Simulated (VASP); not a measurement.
Here is a VASP 6.6.1 calculation.

Contents of POSCAR:

```
Cu
1.0
    0.0000000000      1.8075000000      1.8075000000
    1.8075000000      0.0000000000      1.8075000000
    1.8075000000      1.8075000000      0.0000000000
Cu
1
Direct
    0.0000000000      0.0000000000      0.0000000000
```

The input INCAR.step1:

```
SYSTEM = Cu
ALGO = Normal
EDIFF = 1E-5
ENCUT = 520
GGA = PE
ISIF = 2
ISMEAR = -1
LASPH = .TRUE.
LREAL = .FALSE.
LWAVE = .TRUE.
NBANDS = 12
NELM = 100
PREC = Accurate
SIGMA = 0.05
```

The input INCAR.step2:

```
SYSTEM = Cu
AEXX = 0.25
ALGO = Normal
EDIFF = 1E-7
ENCUT = 520
ISIF = 2
ISMEAR = -1
ISTART = 1
LASPH = .TRUE.
LCHARG = .TRUE.
LELF = .TRUE.
LHFCALC = .TRUE.
LMIXTAU = .TRUE.
LREAL = .FALSE.
LVHAR = .TRUE.
LWAVE = .FALSE.
METAGGA = R2SCAN
NBANDS = 12
NELM = 100
PREC = Accurate
PRECFOCK = Normal
SIGMA = 0.05
```

File KPOINTS:

```
k-points
0
G
  7 7 7
  0 0 0
```

Potentials or basis: VASP PAW PBE potentials, release 64 (Cu).

Command:

```bash
$ cat potpaw_PBE.64/Cu/POTCAR > POTCAR
$ cp INCAR.step1 INCAR
$ mpirun -np 1 vasp_std > vasp.out
$ cp INCAR.step2 INCAR
$ mpirun -np 1 vasp_std > vasp.out
```

(1) Predict the pressure.

Results:

(1) -2.0 GPa.

Caveat: the k points lie up to 0.43 Å⁻¹ apart; the PAW data sets were made with another functional, which shifts forces and pressure a little.
